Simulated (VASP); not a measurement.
Crystal: Ga3Se.

```
CELL_PARAMETERS angstrom
4.37256 0.00000 0.00000
0.00000 4.37256 0.00000
0.00000 0.00000 4.37256
ATOMIC_POSITIONS crystal
Se 0.00000 0.00000 0.00000
Ga 0.50000 0.50000 0.00000
Ga 0.50000 0.00000 0.50000
Ga 0.00000 0.50000 0.50000
```

Base run:

| Property | Result |
| --- | --- |
| Program | VASP 6.6.1 |
| Functional | r2SCAN |
| Potentials or basis | VASP PAW PBE potentials, release 64 (Se, Ga_d) |
| Cutoff | 520 eV |
| k mesh | 6 × 6 × 6 |
| Occupations | fermi-dirac, width 0.05 eV |
| Spin | no spin polarisation |

Its results: pressure -0.1 GPa.

The run is repeated on the same cell with these changes: functional from r2SCAN to PBEsol. What comes out?

Pressure -2.1 GPa.

Caveats: the PAW data sets were made with another functional, which shifts forces and pressure a little.
